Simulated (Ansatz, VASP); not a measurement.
# Two plane-wave programs on LaP

```xyz
2
Lattice="0.0000 2.9917 2.9917 2.9917 0.0000 2.9917 2.9917 2.9917 0.0000" Properties=species:S:1:pos:R:3 pbc="T T T"
La    0.0000    0.0000    0.0000
P     2.9917    2.9917    2.9917
```

Alike in both runs: task single point; functional LDA; k mesh 5 × 5 × 5; no spin polarisation.

|  | VASP | Ansatz |
| --- | --- | --- |
| version | VASP 6.6.1 | Ansatz 0.2.0 |
| potentials or method | VASP PAW LDA potentials, release 64 (La, P), cutoff 520 eV | PAW plane waves |
| occupations | fermi-dirac, width 0.1 eV | fermi-dirac |
| valence electrons in the cell | 16 | 16 |

```tsv
	VASP	Ansatz	Ansatz less VASP
gap on the k mesh at the Fermi level (eV)	none	none	-
pressure (GPa)	-1.8	-1.8	+0.03
```

LDA's correlation is that of Perdew and Zunger in VASP and of Perdew and Wang (1992) in Ansatz. A gap of «none» marks a metal or a gap that the smearing closes.

The k mesh is coarse, so the values compare programs but aren't converged. Neither program's run includes spin-orbit coupling.
